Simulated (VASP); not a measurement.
Set up this calculation in VASP 6.6.1, as the native input.

```
Task                   : single point
Functional             : PBEsol
Potentials or basis    : VASP PAW PBE potentials, release 64 (Au)
Cutoff                 : 520 eV
k mesh                 : 17 × 17 × 5
Occupations            : gaussian, width 0.15 eV
Spin                   : no spin polarisation
Dipole correction      : no
Further INCAR settings : ALGO = Fast; EDIFF = 1e-06; NBANDS = 30
```

The structure of Au lies in POSCAR:

```
Au
1.0
   -1.6572690000      1.6572690000     -1.6572690000
   -1.6572690000     -1.6572690000      1.6572690000
    0.0000000000      7.3361827812      7.3361827812
Au
4
Direct
    0.0000000000      0.0000000000      0.7906620750
    0.5000000000      0.5000000000      0.1129517250
    0.0000000000      0.0000000000      0.3388551750
    0.5000000000      0.5000000000      0.5647586250
```

One way to write it, as run:

INCAR

```
ALGO     = Fast           # electronic algorithm
EDIFF    = 1E-6           # SCF threshold, eV
ENCUT    = 520            # plane-wave cutoff, eV
GGA      = PS             # functional
ISIF     = 2              # what is computed and relaxed
ISMEAR   = 0              # smearing method
LASPH    = T              # aspherical terms in the spheres
LCHARG   = F              # write CHGCAR
LREAL    = F              # projectors in reciprocal space
LWAVE    = F              # write WAVECAR
NBANDS   = 30             # bands
NELM     = 100            # most SCF steps
PREC     = Accurate       # precision mode
SIGMA    = 0.15           # smearing width, eV
```

KPOINTS

```
k-points
0
Gamma
  17 17 5
```

Potentials or basis: VASP PAW PBE potentials, release 64 (Au).

The run is started by

```bash
$ cat potpaw_PBE.64/Au/POTCAR > POTCAR
$ mpirun -np 1 vasp_std > vasp.out
```

Results of the run:

```json
{
  "Pressure": "-11.4 GPa",
  "Largest force": "0.047 eV/Å",
  "Band gap on the k mesh": "zero (band 22 reaches 10.01 eV, above the bottom of band 23 at 4.63 eV)"
}
```

Caveat: the PAW data sets were made with another functional, which shifts forces and pressure a little; spin-orbit coupling is left out, which moves the levels of the heavy elements.

It took 9.2 min on 1 thread of Oxide Virtual Turin-like Processor, on a shared host, peak memory 0.49 GiB.
